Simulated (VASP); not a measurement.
# SnO2 (R-3m) in VASP: single point with r2SCAN

Aim: the single point of SnO2 with r2SCAN.

All numbers are computed with VASP 6.6.1; they aren't measurements. Logs are shortened: lines on timing, memory, paths and dates and some standing lists are left out, and cuts for length are marked.

### 1 The cell of the first run

Symmetry: R-3m, No. 166, trigonal system. Conventional cell: a = 3.234 Å, b = 3.234 Å, c = 14.402 Å, α = 90.00°, β = 90.00°, γ = 120.00°. Within 2.8 Å of Sn (site symmetry -3m) lie 6 O at 2.13 Å. O (site symmetry 3m) has 3 Sn at 2.13 Å and 3 O at 2.76 Å within 2.8 Å.

### 2 Single point, r2SCAN

File POSCAR:

```
SnO2
1.0
    1.6170930800      0.9336291200      4.8005925800
   -1.6170930800      0.9336291200      4.8005925800
    0.0000000000     -1.8672582400      4.8005925800
Sn O
1 2
Direct
    0.5000000007      0.5000000007      0.5000000007
    0.2371700002      0.2371700002      0.2371700002
    0.7628300005      0.7628300005      0.7628300005
```

File INCAR.step1:

```
PREC     = Accurate       # precision mode
ENCUT    = 520            # plane-wave cutoff, eV
ISMEAR   = 0              # smearing method
SIGMA    = 0.01           # smearing width, eV
LREAL    = F              # projectors in reciprocal space
LASPH    = T              # aspherical terms in the spheres
NELM     = 60             # most SCF steps
NBANDS   = 20             # bands
GGA      = PE             # functional
ALGO     = Normal         # electronic algorithm
EDIFF    = 1E-4           # SCF threshold, eV
LWAVE    = T              # write WAVECAR
LCHARG   = F              # write CHGCAR
```

File INCAR.step2:

```
PREC     = Accurate       # precision mode
ENCUT    = 520            # plane-wave cutoff, eV
EDIFF    = 1E-7           # SCF threshold, eV
ISMEAR   = 0              # smearing method
SIGMA    = 0.01           # smearing width, eV
LREAL    = F              # projectors in reciprocal space
LASPH    = T              # aspherical terms in the spheres
NELM     = 60             # most SCF steps
ALGO     = Normal         # electronic algorithm
ISIF     = 2              # what is computed and relaxed
LWAVE    = F              # write WAVECAR
LCHARG   = F              # write CHGCAR
METAGGA  = R2SCAN         # meta-GGA
LMIXTAU  = T            
NBANDS   = 20             # bands
ISTART   = 1
```

File KPOINTS:

```
Automatic mesh
0
Gamma
  7 7 7
```

Potentials or basis: VASP PAW PBE potentials, release 64 (Sn_d, O).

Launch:

```console
$ cat potpaw_PBE.64/Sn_d/POTCAR potpaw_PBE.64/O/POTCAR > POTCAR
$ cp INCAR.step1 INCAR
$ mpirun -np 1 vasp_std > vasp.out
$ cp INCAR.step2 INCAR
$ mpirun -np 1 vasp_std > vasp.out
```

OUTCAR:

```text
PREC = Accurate
   ENCUT = 520
   EDIFF = 1E-7
   ISMEAR = 0
   LREAL = F
   LASPH = T
   NELM = 60
   ISIF = 2
   METAGGA = R2SCAN
   ISTART = 1

 ion  position               nearest neighbor table
   1  0.500  0.500  0.500-   2 2.13   3 2.13   2 2.13   2 2.13   3 2.13   3 2.13
   2  0.237  0.237  0.237-   1 2.13   1 2.13   1 2.13
   3  0.763  0.763  0.763-   1 2.13   1 2.13   1 2.13

  LATTYP: Found a trigonal (rhomboedric) cell.
 ALAT       =     5.1509554922
 COS(alpha) =     0.8028828377

  Lattice vectors:

 A1 = (   1.6170930800,   0.9336291200,   4.8005925800)
 A2 = (  -1.6170930800,   0.9336291200,   4.8005925800)
 A3 = (   0.0000000000,  -1.8672582400,   4.8005925800)

Analysis of symmetry for initial positions (statically):
=====================================================================
 Subroutine PRICEL returns:
 Original cell was already a primitive cell.

 Routine SETGRP: Setting up the symmetry group for a
 trigonal (rhombohedral) supercell.

 Subroutine GETGRP returns: Found 12 space group operations
 (whereof 12 operations were pure point group operations)
 out of a pool of 12 trial point group operations.

The static configuration has the point symmetry D_3d.

Analysis of symmetry for dynamics (positions and initial velocities):
=====================================================================
 Subroutine PRICEL returns:
 Original cell was already a primitive cell.

 Routine SETGRP: Setting up the symmetry group for a
 trigonal (rhombohedral) supercell.

 Subroutine GETGRP returns: Found 12 space group operations
 (whereof 12 operations were pure point group operations)
 out of a pool of 12 trial point group operations.

The dynamic configuration has the point symmetry D_3d.

 Subroutine INISYM returns: Found 12 space group operations
 (whereof 12 operations are pure point group operations),
 and found     1 'primitive' translations

----------------------------------------------------------------------------------------

                                     Primitive cell

  volume of cell :      43.4866

  direct lattice vectors                    reciprocal lattice vectors
     1.617093080  0.933629120  4.800592580     0.309196797  0.178514855  0.069435872
    -1.617093080  0.933629120  4.800592580    -0.309196797  0.178514855  0.069435872
     0.000000000 -1.867258240  4.800592580     0.000000000 -0.357029709  0.069435872

  length of vectors
     5.150955492  5.150955492  5.150955489     0.363719057  0.363719057  0.363719059

  position of ions in fractional coordinates (direct lattice)
     0.500000001  0.500000001  0.500000001
     0.237170000  0.237170000  0.237170000
     0.762830001  0.762830001  0.762830001

  ion indices of the primitive-cell ions
   primitive index   ion index
                 1           1
                 2           2
                 3           3

----------------------------------------------------------------------------------------

 KPOINTS: Automatic mesh

Automatic generation of k-mesh.
 Grid dimensions read from file:
 generate k-points for:    7    7    7

 Generating k-lattice:

  Cartesian coordinates                     Fractional coordinates (reciprocal lattice)
     0.044170971  0.025502122  0.009919410     0.142857143 -0.000000000  0.000000000
    -0.044170971  0.025502122  0.009919410    -0.000000000  0.142857143  0.000000000
     0.000000000 -0.051004244  0.009919410     0.000000000  0.000000000  0.142857143

  Length of vectors
     0.051959865  0.051959865  0.051959866

  Shift w.r.t. Gamma in fractional coordinates (k-lattice)
     0.000000000  0.000000000  0.000000000

 Subroutine IBZKPT returns following result:
 ===========================================

 Found     44 irreducible k-points:

 Following reciprocal coordinates:
            Coordinates               Weight
  0.000000  0.000000  0.000000      1.000000
  0.142857 -0.000000  0.000000      6.000000
  0.285714 -0.000000  0.000000      6.000000
  0.428571 -0.000000  0.000000      6.000000
  0.142857  0.142857  0.000000      6.000000
  0.285714  0.142857  0.000000     12.000000
[... 16 lines left out ...]
  0.285714  0.285714  0.142857      6.000000
  0.428571  0.285714  0.142857     12.000000
 [... further k-points ...]
   k-points           NKPTS =     44   k-points in BZ     NKDIM =     44   number of bands    NBANDS=     20
   number of dos      NEDOS =    301   number of ions     NIONS =      3
   total plane-waves  NPLWV =  64000
   dimension x,y,z NGX =    40 NGY =   40 NGZ =   40
   dimension x,y,z NGXF=    80 NGYF=   80 NGZF=   80
   ions per type =               1   2
   NGX,Y,Z   is equivalent  to a cutoff of  12.91, 12.91, 12.91 a.u.
   NGXF,Y,Z  is equivalent  to a cutoff of  25.82, 25.82, 25.82 a.u.
 SYSTEM =  unknown system
   PREC   = accura    normal or accurate (medium, high low for compatibility)
   ISTART =      1    job   : 0-new  1-cont  2-samecut
   ICHARG =      0    charge: 1-file 2-atom 10-const
   ISPIN  =      1    spin polarized calculation?
   LNONCOLLINEAR =      F non collinear calculations
   LSORBIT =      F    spin-orbit coupling
   LASPH  =      T    aspherical Exc in radial PAW
   ENCUT  =  520.0 eV  38.22 Ry    6.18 a.u.   9.58  9.58  9.58*2*pi/ulx,y,z
   NELM   =     60;   NELMIN=  2; NELMDL=  0     # of ELM steps
   EDIFF  = 0.1E-06   stopping-criterion for ELM
   LREAL  =      F    real-space projection
   EDIFFG = 0.1E-05   stopping-criterion for IOM
   NSW    =      0    number of steps for IOM
   IBRION =     -1    ionic relax: 0-MD 1-quasi-New 2-CG
   NFREE  =      0    steps in history (QN), initial steepest desc. (CG)
   ISIF   =      2    stress and relaxation
   ISYM   =      2    0-nonsym 1-usesym 2-fastsym
   POTIM  = 0.5000    time-step for ionic-motion
   TEBEG  =    0.0;   TEEND  =   0.0 temperature during run
   PSTRESS=    0.0 pullay stress
   NELECT =      26.0000    total number of electrons
   NUPDOWN=      -1.0000    fix difference up-down
   EMIN   =  10.00;   EMAX   =-10.00  energy-range for DOS
   EFERMI =   0.00;   METHOD = LEGACY
   ISMEAR =     0;   SIGMA  =   0.01  broadening in eV -4-tet -1-fermi 0-gaus
   EFERMI_NEDOS =   21; number of points for ismear=-14 and -15
   IALGO  =     38    algorithm
   IMIX   =      4    mixing-type and parameters
     AMIX     =   0.40;   BMIX     =  1.00
     AMIX_MAG =   1.60;   BMIX_MAG =  1.00
  volume/ion in A,a.u.               =      14.50        97.82
  Fermi-wavevector in a.u.,A,eV,Ry     =   1.379158  2.606231 25.879336  1.902078
  Thomas-Fermi vector in A             =   2.504154
   LORBIT       =      0    0 simple, 1 ext, 2 COOP (PROOUT), +10 PAW based schemes
   METAGGA = R2SCAN    functional components
   LHFCALC =     F    Hartree Fock is set to
   AEXX    =    0.0000 exact exchange contribution
   IVDW    =     0    specifies the selected vdW correction
   LEPSILON=     F    determine dielectric tensor
   LRPA    =     F    only Hartree local field effects (RPA)
 non-spin polarized calculation
 Gauss-broadening in eV      SIGMA  =   0.01
  energy-cutoff  :      520.00
  volume of cell :       43.49
 maximum number of plane-waves:      1187
 NGX is ok and might be reduce to    40
   NGX = 19   NGY = 19   NGZ = 19

 number of electron      26.0000004 magnetization

 Free energy of the ion-electron system (eV)
  ---------------------------------------------------
  ext. energy  EPLUGINS =         0.00000000
  ---------------------------------------------------
  free energy    TOTEN  =       -41.62323726 eV

  energy without entropy =      -41.62323726  energy(sigma->0) =      -41.62323726

 E-fermi :   2.9383     XC(G=0): -10.6937

 val. band max:        2.8727586262   @ k =  -0.1429   0.1429   0.0000
 cond. band min:       5.3081922147   @ k =   0.0000   0.0000   0.0000
 fundamental gap:      2.4354335885
 Fermi energy:         2.9382915876

 k-point     1 :       0.0000    0.0000    0.0000
  band No.  band energies     occupation
      1     -17.6882      2.00000
      2     -17.4532      2.00000
      3     -17.4532      2.00000
      4     -17.2409      2.00000
      5     -17.2409      2.00000
      6     -15.8944      2.00000
[... 12 lines left out ...]
     19      20.9273      0.00000
     20      20.9273      0.00000

 k-point     2 :       0.1429   -0.0000    0.0000
  band No.  band energies     occupation
      1     -17.6838      2.00000
      2     -17.5656      2.00000
      3     -17.4170      2.00000
      4     -17.2710      2.00000
      5     -17.2378      2.00000
      6     -15.7682      2.00000
[... 12 lines left out ...]
     19      18.3204      0.00000
     20      21.0614      0.00000

 k-point     3 :       0.2857   -0.0000    0.0000
  band No.  band energies     occupation
      1     -18.0656      2.00000
      2     -17.4082      2.00000
      3     -17.3671      2.00000
      4     -17.2903      2.00000
      5     -17.1974      2.00000
      6     -15.3745      2.00000
[... 12 lines left out ...]
     19      16.7621      0.00000
     20      19.9999      0.00000

 k-point     4 :       0.4286   -0.0000    0.0000
  band No.  band energies     occupation
      1     -18.3286      2.00000
      2     -17.3803      2.00000
      3     -17.3601      2.00000
      4     -17.2207      2.00000
      5     -17.1295      2.00000
      6     -14.9224      2.00000
[... 12 lines left out ...]
     19      16.5710      0.00000
     20      17.7178      0.00000

 k-point     5 :       0.1429    0.1429    0.0000
  band No.  band energies     occupation
      1     -17.6828      2.00000
      2     -17.5661      2.00000
      3     -17.4170      2.00000
      4     -17.2711      2.00000
      5     -17.2377      2.00000
      6     -15.7653      2.00000
[... 12 lines left out ...]
     19      18.1755      0.00000
     20      21.1398      0.00000
[... 353 lines left out ...]
      6     -14.9404      2.00000
[... 12 lines left out ...]
     19      16.5640      0.00000
     20      18.6205      0.00000

 k-point    22 :      -0.1429    0.1429    0.1429
  band No.  band energies     occupation
      1     -18.0636      2.00000
      2     -17.4076      2.00000
      3     -17.3670      2.00000
      4     -17.2904      2.00000
      5     -17.1974      2.00000
      6     -15.3903      2.00000
[... 12 lines left out ...]
     19      16.6453      0.00000
     20      21.1510      0.00000

 k-point    23 :       0.2857    0.2857    0.1429
  band No.  band energies     occupation
      1     -17.6830      2.00000
      2     -17.5670      2.00000
      3     -17.4169      2.00000
      4     -17.2713      2.00000
      5     -17.2377      2.00000
      6     -15.7325      2.00000
[... 12 lines left out ...]
     19      17.9917      0.00000
     20      21.3468      0.00000

 k-point    24 :       0.4286    0.2857    0.1429
  band No.  band energies     occupation
      1     -17.9015      2.00000
      2     -17.5687      2.00000
      3     -17.3397      2.00000
      4     -17.2954      2.00000
      5     -17.2128      2.00000
      6     -15.4216      2.00000
[... 12 lines left out ...]
     19      16.9582      0.00000
     20      19.9911      0.00000

 [... further k-points ...]

------------------------ aborting loop because EDIFF is reached ----------------------------------------

  FORCE on cell =-STRESS in cart. coord.  units (eV):
  Direction    XX          YY          ZZ          XY          YZ          ZX
  --------------------------------------------------------------------------------------
  -------------------------------------------------------------------------------------
  Total       -1.7685114     -1.7685113     -1.5593160     -0.0000000     -0.0000000      0.0000000
  in kB      -65.1572777    -65.1572770    -57.4498896     -0.0000000     -0.0000000      0.0000000
  external PRESSURE =     -62.5881481 kB  Pullay stress =       0.0000000 kB

 VOLUME and BASIS-vectors are now :
 -----------------------------------------------------------------------------
  energy-cutoff  :      520.00
  volume of cell :       43.49
      direct lattice vectors                 reciprocal lattice vectors
     1.617093080  0.933629120  4.800592580     0.309196797  0.178514855  0.069435872
    -1.617093080  0.933629120  4.800592580    -0.309196797  0.178514855  0.069435872
     0.000000000 -1.867258240  4.800592580     0.000000000 -0.357029709  0.069435872

 POSITION                                       TOTAL-FORCE (eV/Angst)
 -----------------------------------------------------------------------------------
      0.00000      0.00000      7.20089         0.000000     -0.000000     -0.000000
      0.00000      0.00000      3.41567         0.000000      0.000000     -0.553413
      0.00000      0.00000     10.98611         0.000000      0.000000      0.553413
 -----------------------------------------------------------------------------------
    total drift:                               -0.000000      0.000000     -0.000019

  FREE ENERGIE OF THE ION-ELECTRON SYSTEM (eV)
  ---------------------------------------------------
  free  energy   TOTEN  =       -41.6232372605 eV

  energy  without entropy=      -41.6232372605  energy(sigma->0) =      -41.62323726
```

It took 3.8 min on 1 thread of AMD EPYC 9R45 (Zen 5), shared host; peak memory 0.24 GiB.

Results:

| Quantity | Value |
| --- | --- |
| Free energy | -41.6232 eV |
| Pressure | -6.3 GPa |
| Largest force | 0.553 eV/Å |
| Band gap on the k mesh | 2.44 eV, indirect (least direct gap 2.54 eV) |

Forces on the atoms (eV/Å):
```
Sn   0.000  0.000  0.000
O    0.000  0.000 -0.553
O    0.000  0.000  0.553
```

Caveat: the PAW data sets were made with another functional, which shifts forces and pressure a little; spin-orbit coupling is left out, which moves the levels of the heavy elements. r2SCAN opens gaps a little over a GGA but as a rule still falls short of measured ones.
